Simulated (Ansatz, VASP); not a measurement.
**One calculation of LiF, two programs**

POSCAR

```
LiF
1.0
    0.0000000000      2.1446105390      2.1220921283
    2.1446105390      0.0000000000      2.1220921283
    2.1446105390      2.1446105390      0.0000000000
Li F
1 1
Direct
    0.0000000000      0.0000000000      0.0000000000
    0.2500000000      0.2500000000      0.2500000000
```

Contents of INCAR.step1:

```
PREC = Accurate
ENCUT = 520
ISMEAR = 0
SIGMA = 0.01
LREAL = False
LASPH = True
NELM = 80
NBANDS = 12
GGA = PE
ALGO = Normal
EDIFF = 1E-4
LWAVE = True
LCHARG = False
```

INCAR.step2

```
PREC = Accurate
ENCUT = 520
EDIFF = 1E-6
ISMEAR = 0
SIGMA = 0.01
LREAL = False
LASPH = True
NELM = 80
ALGO = Normal
ISIF = 2
LWAVE = False
LCHARG = False
METAGGA = R2SCAN
LMIXTAU = True
NBANDS = 12
ISTART = 1
```

The input KPOINTS:

```
regular mesh
0
Gamma
  10 10 10
```

Input for Ansatz:

```yaml
crystal:
  lattice:
    - [0.0, 2.144610539, 2.1220921283]
    - [2.144610539, 0.0, 2.1220921283]
    - [2.144610539, 2.144610539, 0.0]
  atoms:
    - { symbol: Li, position: [0.0, 0.0, 0.0] }
    - { symbol: F, position: [0.25, 0.25, 0.25] }
kpoints:
  mp_grid: { grid: [10, 10, 10] }
  band_path:
    path:
      - [0.0, 0.0, 0.0]
      - [-0.5, -0.5, 0.0]
      - [-0.375, -0.375, 0.25]
      - [-0.375, 0.0, 0.375]
      - [0.0, 0.0, 0.5]
      - [-0.5, -0.25, 0.25]
    npoints: 1
hamiltonian:
  xc: r2scan
scf:
  occupations: { method: fixed }
  n_extra_bands: 4
output:
  forces: true
  stress: true
  eigenvalues: true
  write_density: true
  write_potential: true
  elf: true
  volumetric_format: npy
```

Change from the starting cell: uniaxial_z strain -1.1%.

Alike in both runs: task single point; functional r2SCAN; k mesh 10 × 10 × 10; no spin polarisation.

|  | VASP | Ansatz |
| --- | --- | --- |
| version | VASP 6.6.1 | Ansatz 0.2.0 |
| potentials or method | VASP PAW PBE potentials, release 64 (Li_sv, F) | plane waves, PAW |
| plane-wave cutoff (eV) | 520 | 500 |
| occupations | gaussian, width 0.01 eV | fixed |
| valence electrons in the cell | 10 | 10 |

|  | VASP | Ansatz | Ansatz less VASP |
| --- | --- | --- | --- |
| gap on the k mesh at the Fermi level (eV) | 8.80 | 8.71 | -0.092 |

VASP's potentials were made for PBE, not for r2SCAN.

Noted on VASP's run: the cutoff is short for stress, so the pressure is rough.
